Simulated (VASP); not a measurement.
A run of VASP 6.6.1 is set up as follows.

The input INCAR:

```
ALGO = Fast
EDIFF = 1E-6
ENCUT = 520
GGA = PE
ISIF = 2
ISMEAR = 0
LASPH = T
LCHARG = F
LREAL = F
LWAVE = F
NBANDS = 19
NELM = 80
PREC = Accurate
SIGMA = 0.1
```

The input KPOINTS:

```
k-points
0
Gamma
  21 21 8
```

Contents of POSCAR:

```
Fe
1.0
    2.4389379657      0.0000000000      0.0000000000
   -1.2194689828      2.1121822365      0.0000000000
    0.0000000000      0.0000000000      5.9742201047
Fe
3
Direct
    0.0000000000      0.0000000000      0.0000000000
    0.3333333333      0.6666666667      0.3333333333
    0.6666666667      0.3333333333      0.6666666667
```

Potentials or basis: VASP PAW PBE potentials, release 64 (Fe).

Launch:

```bash
$ cat potpaw_PBE.64/Fe/POTCAR > POTCAR
$ mpirun -np 1 vasp_std > vasp.out
```

Question: What does it give for the pressure?

Answer: -0.6 GPa.

Question: What does it give for the band gap on the k mesh?

Answer: Zero (bands 12 and 13 overlap by 1.84 eV).

Caveat: the run has no spin polarisation, though such a crystal can be magnetic. Spin polarisation is off, so any magnetic state and its effect on volume and gap are missing.
